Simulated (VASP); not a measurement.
# InS4 (Im-3m) in VASP: single point with PBE

Aim: the single point of InS4 with PBE.

Program: VASP 6.6.1. These are calculated values, not measurements. Logs are shortened: lines on timing, memory, paths and dates and some standing lists are left out, and cuts for length are marked.

### 1 The cell of the first run

It takes space group Im-3m (No. 229, cubic). The conventional cell has a = 6.391 Å, b = 6.391 Å, c = 6.391 Å, α = 90.00°, β = 90.00°, γ = 90.00°. Within 3.6 Å of In (site symmetry m-3m) lie 8 S at 2.77 Å. Within 3.6 Å of S (site symmetry -3m) lie 2 In at 2.77 Å and 6 S at 3.20 Å.

### 2 Single point, PBE

Contents of INCAR:

```
PREC = Accurate ; ENCUT = 520
EDIFF = 1E-6 ; ISMEAR = 0
SIGMA = 0.1 ; LREAL = F
LASPH = T ; NELM = 100
ALGO = Normal ; ISIF = 2
LWAVE = F ; LCHARG = T
GGA = PE ; LELF = T
LVHAR = T ; NBANDS = 26
```

Contents of KPOINTS:

```
regular mesh
0
Gamma
  4 4 4
```

Contents of POSCAR:

```
InS4
1.0
   -3.1956434800      3.1956434800      3.1956434800
    3.1956434800     -3.1956434800      3.1956434800
    3.1956434800      3.1956434800     -3.1956434800
In S
1 4
Direct
    0.0000000000      0.0000000000      0.0000000000
    0.5000000000      0.5000000000      0.5000000000
    0.0000000000      0.0000000000      0.5000000000
    0.0000000000      0.5000000000      0.0000000000
    0.5000000000      0.0000000000      0.0000000000
```

Potentials or basis: VASP PAW PBE potentials, release 64 (In_d, S).

Started as:

```sh
> cat potpaw_PBE.64/In_d/POTCAR potpaw_PBE.64/S/POTCAR > POTCAR
> mpirun -np 1 vasp_std > vasp.out
```

OUTCAR:

```text
PREC = Accurate
   ENCUT = 520
   EDIFF = 1E-6
   ISMEAR = 0
   LREAL = F
   LASPH = T
   NELM = 100
   ISIF = 2
   GGA = PE

 ion  position               nearest neighbor table
   1  0.000  0.000  0.000-   2 2.77   3 2.77   4 2.77   5 2.77   3 2.77   4 2.77   5 2.77   2 2.77

   2  0.500  0.500  0.500-   1 2.77   1 2.77
   3  0.000  0.000  0.500-   1 2.77   1 2.77
   4  0.000  0.500  0.000-   1 2.77   1 2.77
   5  0.500  0.000  0.000-   1 2.77   1 2.77

  LATTYP: Found a body centered cubic cell.
 ALAT       =     6.3912869600

  Lattice vectors:

 A1 = (  -3.1956434800,   3.1956434800,   3.1956434800)
 A2 = (   3.1956434800,  -3.1956434800,   3.1956434800)
 A3 = (   3.1956434800,   3.1956434800,  -3.1956434800)

Analysis of symmetry for initial positions (statically):
=====================================================================
 Subroutine PRICEL returns:
 Original cell was already a primitive cell.

 Routine SETGRP: Setting up the symmetry group for a
 body centered cubic supercell.

 Subroutine GETGRP returns: Found 48 space group operations
 (whereof 48 operations were pure point group operations)
 out of a pool of 48 trial point group operations.

The static configuration has the point symmetry O_h .

Analysis of symmetry for dynamics (positions and initial velocities):
=====================================================================
 Subroutine PRICEL returns:
 Original cell was already a primitive cell.

 Routine SETGRP: Setting up the symmetry group for a
 body centered cubic supercell.

 Subroutine GETGRP returns: Found 48 space group operations
 (whereof 48 operations were pure point group operations)
 out of a pool of 48 trial point group operations.

The dynamic configuration has the point symmetry O_h .

 Subroutine INISYM returns: Found 48 space group operations
 (whereof 48 operations are pure point group operations),
 and found     1 'primitive' translations

----------------------------------------------------------------------------------------

                                     Primitive cell

  volume of cell :     130.5374

  direct lattice vectors                    reciprocal lattice vectors
    -3.195643480  3.195643480  3.195643480     0.000000000  0.156463011  0.156463011
     3.195643480 -3.195643480  3.195643480     0.156463011  0.000000000  0.156463011
     3.195643480  3.195643480 -3.195643480     0.156463011  0.156463011  0.000000000

  length of vectors
     5.535016870  5.535016870  5.535016870     0.221272112  0.221272112  0.221272112

  position of ions in fractional coordinates (direct lattice)
     0.000000000  0.000000000  0.000000000
     0.500000000  0.500000000  0.500000000
     0.000000000  0.000000000  0.500000000
     0.000000000  0.500000000  0.000000000
     0.500000000  0.000000000  0.000000000

  ion indices of the primitive-cell ions
   primitive index   ion index
                 1           1
                 2           2
                 3           3
                 4           4
                 5           5

----------------------------------------------------------------------------------------

 KPOINTS: regular mesh

Automatic generation of k-mesh.
 Grid dimensions read from file:
 generate k-points for:    4    4    4

 Generating k-lattice:

  Cartesian coordinates                     Fractional coordinates (reciprocal lattice)
     0.000000000  0.039115753  0.039115753     0.250000000  0.000000000  0.000000000
     0.039115753  0.000000000  0.039115753     0.000000000  0.250000000  0.000000000
     0.039115753  0.039115753  0.000000000     0.000000000  0.000000000  0.250000000

  Length of vectors
     0.055318028  0.055318028  0.055318028

  Shift w.r.t. Gamma in fractional coordinates (k-lattice)
     0.000000000  0.000000000  0.000000000

 Subroutine IBZKPT returns following result:
 ===========================================

 Found      8 irreducible k-points:

 Following reciprocal coordinates:
            Coordinates               Weight
  0.000000  0.000000  0.000000      1.000000
  0.250000  0.000000  0.000000     12.000000
  0.500000  0.000000  0.000000      6.000000
  0.250000  0.250000  0.000000     24.000000
  0.250000  0.250000  0.250000      2.000000
 -0.250000  0.250000  0.250000      6.000000
  0.500000  0.500000  0.250000     12.000000
  0.500000  0.500000  0.500000      1.000000
   k-points           NKPTS =      8   k-points in BZ     NKDIM =      8   number of bands    NBANDS=     26
   number of dos      NEDOS =    301   number of ions     NIONS =      5
   total plane-waves  NPLWV =  74088
   dimension x,y,z NGX =    42 NGY =   42 NGZ =   42
   dimension x,y,z NGXF=    84 NGYF=   84 NGZF=   84
   ions per type =               1   4
   NGX,Y,Z   is equivalent  to a cutoff of  12.61, 12.61, 12.61 a.u.
   NGXF,Y,Z  is equivalent  to a cutoff of  25.23, 25.23, 25.23 a.u.
 SYSTEM =  unknown system
   PREC   = accura    normal or accurate (medium, high low for compatibility)
   ISTART =      0    job   : 0-new  1-cont  2-samecut
   ICHARG =      2    charge: 1-file 2-atom 10-const
   ISPIN  =      1    spin polarized calculation?
   LNONCOLLINEAR =      F non collinear calculations
   LSORBIT =      F    spin-orbit coupling
   LASPH  =      T    aspherical Exc in radial PAW
   ENCUT  =  520.0 eV  38.22 Ry    6.18 a.u.  10.29 10.29 10.29*2*pi/ulx,y,z
   NELM   =    100;   NELMIN=  2; NELMDL= -5     # of ELM steps
   EDIFF  = 0.1E-05   stopping-criterion for ELM
   LREAL  =      F    real-space projection
   EDIFFG = 0.1E-04   stopping-criterion for IOM
   NSW    =      0    number of steps for IOM
   IBRION =     -1    ionic relax: 0-MD 1-quasi-New 2-CG
   NFREE  =      0    steps in history (QN), initial steepest desc. (CG)
   ISIF   =      2    stress and relaxation
   ISYM   =      2    0-nonsym 1-usesym 2-fastsym
   POTIM  = 0.5000    time-step for ionic-motion
   TEBEG  =    0.0;   TEEND  =   0.0 temperature during run
   PSTRESS=    0.0 pullay stress
   NELECT =      37.0000    total number of electrons
   NUPDOWN=      -1.0000    fix difference up-down
   EMIN   =  10.00;   EMAX   =-10.00  energy-range for DOS
   EFERMI =   0.00;   METHOD = LEGACY
   ISMEAR =     0;   SIGMA  =   0.10  broadening in eV -4-tet -1-fermi 0-gaus
   EFERMI_NEDOS =   21; number of points for ismear=-14 and -15
   IALGO  =     38    algorithm
   IMIX   =      4    mixing-type and parameters
     AMIX     =   0.40;   BMIX     =  1.00
     AMIX_MAG =   1.60;   BMIX_MAG =  1.00
  volume/ion in A,a.u.               =      26.11       176.18
  Fermi-wavevector in a.u.,A,eV,Ry     =   1.075384  2.032182 15.734481  1.156452
  Thomas-Fermi vector in A             =   2.211239
   LORBIT       =      0    0 simple, 1 ext, 2 COOP (PROOUT), +10 PAW based schemes
   GGA     = PE    functional components
   LHFCALC =     F    Hartree Fock is set to
   AEXX    =    0.0000 exact exchange contribution
   IVDW    =     0    specifies the selected vdW correction
   LEPSILON=     F    determine dielectric tensor
   LRPA    =     F    only Hartree local field effects (RPA)
 non-spin polarized calculation
 Gauss-broadening in eV      SIGMA  =   0.10
  energy-cutoff  :      520.00
  volume of cell :      130.54
 maximum number of plane-waves:      3564
 NGX is ok and might be reduce to    42
   NGX = 21   NGY = 21   NGZ = 21

 number of electron      36.9999999 magnetization

 Free energy of the ion-electron system (eV)
  ---------------------------------------------------
  ext. energy  EPLUGINS =         0.00000000
  ---------------------------------------------------
  free energy    TOTEN  =       -15.15770426 eV

  energy without entropy =      -15.11634232  energy(sigma->0) =      -15.13702329

 E-fermi :   2.6650     XC(G=0):  -8.8011

 val. band max:        2.6216615660   @ k =   0.2500   0.0000   0.0000
 cond. band min:       2.7290554832   @ k =   0.5000   0.5000   0.2500
 fundamental gap:      0.1073939172
 Fermi energy:         2.6650430923

 k-point     1 :       0.0000    0.0000    0.0000
  band No.  band energies     occupation
      1     -11.7886      2.00000
      2     -11.7886      2.00000
      3     -11.7886      2.00000
      4     -11.5841      2.00000
      5     -11.5841      2.00000
      6     -10.5584      2.00000
[... 18 lines left out ...]
     25       8.9942      0.00000
     26      10.6874      0.00000

 k-point     2 :       0.2500    0.0000    0.0000
  band No.  band energies     occupation
      1     -11.7912      2.00000
      2     -11.7702      2.00000
      3     -11.7352      2.00000
      4     -11.5855      2.00000
      5     -11.5852      2.00000
      6     -10.2939      2.00000
[... 18 lines left out ...]
     25       9.6684      0.00000
     26       9.8734      0.00000

 k-point     3 :       0.5000    0.0000    0.0000
  band No.  band energies     occupation
      1     -11.7938      2.00000
      2     -11.7546      2.00000
      3     -11.6775      2.00000
      4     -11.5867      2.00000
      5     -11.5863      2.00000
      6      -9.5919      2.00000
[... 18 lines left out ...]
     25       9.6302      0.00000
     26      10.6182      0.00000

 k-point     4 :       0.2500    0.2500    0.0000
  band No.  band energies     occupation
      1     -11.7821      2.00000
      2     -11.7438      2.00000
      3     -11.7005      2.00000
      4     -11.5867      2.00000
      5     -11.5864      2.00000
      6      -9.8010      2.00000
[... 18 lines left out ...]
     25       9.5434      0.00000
     26      10.3485      0.00000

 k-point     5 :       0.2500    0.2500    0.2500
  band No.  band energies     occupation
      1     -11.7451      2.00000
      2     -11.7451      2.00000
      3     -11.7451      2.00000
      4     -11.5863      2.00000
      5     -11.5863      2.00000
      6      -9.3919      2.00000
[... 18 lines left out ...]
     25       9.2919      0.00000
     26      11.1299      0.00000

 k-point     6 :      -0.2500    0.2500    0.2500
  band No.  band energies     occupation
      1     -11.7424      2.00000
      2     -11.7424      2.00000
      3     -11.7322      2.00000
      4     -11.5870      2.00000
      5     -11.5866      2.00000
      6     -10.0772      2.00000
[... 18 lines left out ...]
     25       8.8031      0.00000
     26       9.7019      0.00000

 k-point     7 :       0.5000    0.5000    0.2500
  band No.  band energies     occupation
      1     -11.7395      2.00000
      2     -11.7167      2.00000
      3     -11.6783      2.00000
      4     -11.5884      2.00000
      5     -11.5882      2.00000
      6      -9.5209      2.00000
[... 18 lines left out ...]
     25       9.0614      0.00000
     26      11.2316      0.00000

 k-point     8 :       0.5000    0.5000    0.5000
  band No.  band energies     occupation
      1     -11.6791      2.00000
      2     -11.6791      2.00000
      3     -11.6791      2.00000
      4     -11.5901      2.00000
      5     -11.5901      2.00000
      6      -9.4382      2.00000
[... 18 lines left out ...]
     25       6.9618      0.00000
     26      11.4617      0.00000

------------------------ aborting loop because EDIFF is reached ----------------------------------------

  FORCE on cell =-STRESS in cart. coord.  units (eV):
  Direction    XX          YY          ZZ          XY          YZ          ZX
  --------------------------------------------------------------------------------------
  -------------------------------------------------------------------------------------
  Total       -4.4510162     -4.4510162     -4.4510162      0.0000000      0.0000000      0.0000000
  in kB      -54.6304533    -54.6304533    -54.6304533      0.0000000      0.0000000      0.0000000
  external PRESSURE =     -54.6304533 kB  Pullay stress =       0.0000000 kB

 VOLUME and BASIS-vectors are now :
 -----------------------------------------------------------------------------
  energy-cutoff  :      520.00
  volume of cell :      130.54
      direct lattice vectors                 reciprocal lattice vectors
    -3.195643480  3.195643480  3.195643480     0.000000000  0.156463011  0.156463011
     3.195643480 -3.195643480  3.195643480     0.156463011  0.000000000  0.156463011
     3.195643480  3.195643480 -3.195643480     0.156463011  0.156463011  0.000000000

 POSITION                                       TOTAL-FORCE (eV/Angst)
 -----------------------------------------------------------------------------------
      0.00000      0.00000      0.00000        -0.000000     -0.000000     -0.000000
      1.59782      1.59782      1.59782        -0.000000      0.000000     -0.000000
      1.59782      1.59782     -1.59782         0.000000      0.000000      0.000000
      1.59782     -1.59782      1.59782        -0.000000     -0.000000      0.000000
     -1.59782      1.59782      1.59782         0.000000     -0.000000      0.000000
 -----------------------------------------------------------------------------------
    total drift:                               -0.000000     -0.000000      0.000000

  FREE ENERGIE OF THE ION-ELECTRON SYSTEM (eV)
  ---------------------------------------------------
  free  energy   TOTEN  =       -15.1577042576 eV

  energy  without entropy=      -15.1163423228  energy(sigma->0) =      -15.13702329
```

It took 27 s on 1 thread of Intel Xeon 6975P-C, shared host; peak memory 0.25 GiB.

What came out:

- Free energy: -15.1577 eV
- Pressure: -5.5 GPa

Caveat: spin-orbit coupling is left out, which moves the levels of the heavy elements.
